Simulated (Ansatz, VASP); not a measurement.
# Hf2ZrSe6 in VASP and in Ansatz

```
CELL_PARAMETERS angstrom
3.78137 0.00000 0.00000
-1.89069 3.27477 0.00000
0.00000 0.00000 20.99005
ATOMIC_POSITIONS crystal
Zr 0.00000 0.00000 0.00000
Hf 0.00000 0.00000 0.33210
Hf 0.00000 0.00000 0.66790
Se 0.66667 0.33333 0.25718
Se 0.66667 0.33333 0.59299
Se 0.66667 0.33333 0.92421
Se 0.33333 0.66667 0.07579
Se 0.33333 0.66667 0.40701
Se 0.33333 0.66667 0.74282
```

Alike in both runs: functional PBE; k mesh 12 × 12 × 2; occupations gaussian, width 0.02 eV; no spin polarisation.

Ansatz relaxed the structure, and its values are those at the end. VASP's run is a single point on that final structure, the one shown.

|  | VASP | Ansatz |
| --- | --- | --- |
| version | VASP 6.6.1 | Ansatz 0.2.0 |
| potentials or method | VASP PAW PBE potentials, release 64 (Zr_sv, Hf_pv, Se), cutoff 520 eV | scalar-relativistic, plane waves, PAW |
| valence electrons in the cell | 68 | 160 |

VASP gave:

- gap on the k mesh at the Fermi level (eV): 0.43
- least direct gap on the mesh (eV): 1.11
- pressure (GPa): -0.2
- rms of the force components (eV/Å): 0.019

Q: Which values does Ansatz return?

A: gap on the k mesh at the Fermi level (eV): 0.43; least direct gap on the mesh (eV): 1.11; pressure (GPa): 0.0; rms of the force components (eV/Å): 0.001.

The functional is the same, so the differences come from potentials, cutoffs and numerics. VASP's potentials hold 68 valence electrons a cell and Ansatz's 160, so a difference there can come from the potentials and not from the codes.

Neither program's run includes spin-orbit coupling.
